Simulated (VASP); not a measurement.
Ca:

```
CELL_PARAMETERS angstrom
-0.03907 2.80626 2.81025
2.72557 -0.00878 2.77997
2.75441 2.80481 -0.03762
ATOMIC_POSITIONS crystal
Ca 0.00063 0.98687 0.01152
```

This cell differs from its parent crystal: the cell strained at random.

Base run:

* Program: VASP 6.6.1
* Functional: PBEsol
* Potentials or basis: VASP PAW PBE potentials, release 64 (Ca_sv)
* Cutoff: 520 eV
* k mesh: 8 × 8 × 8
* Occupations: gaussian, width 0.1 eV
* Spin: no spin polarisation

Its results: band gap on the k mesh zero (bands 5 and 6 overlap by 0.45 eV); pressure -1.2 GPa.

Task: The run is repeated on the same cell with these changes: functional from PBEsol to PBE; further incar settings from ALGO = Normal; EDIFF = 1e-06; NBANDS = 11 to ALGO = Normal; EDIFF = 1e-07; NBANDS = 11. What comes out?

Result: Band gap on the k mesh zero (bands 5 and 6 overlap by 0.46 eV); pressure -0.5 GPa.

Caveats: the PAW data sets were made with another functional, which shifts forces and pressure a little (at least some runs).
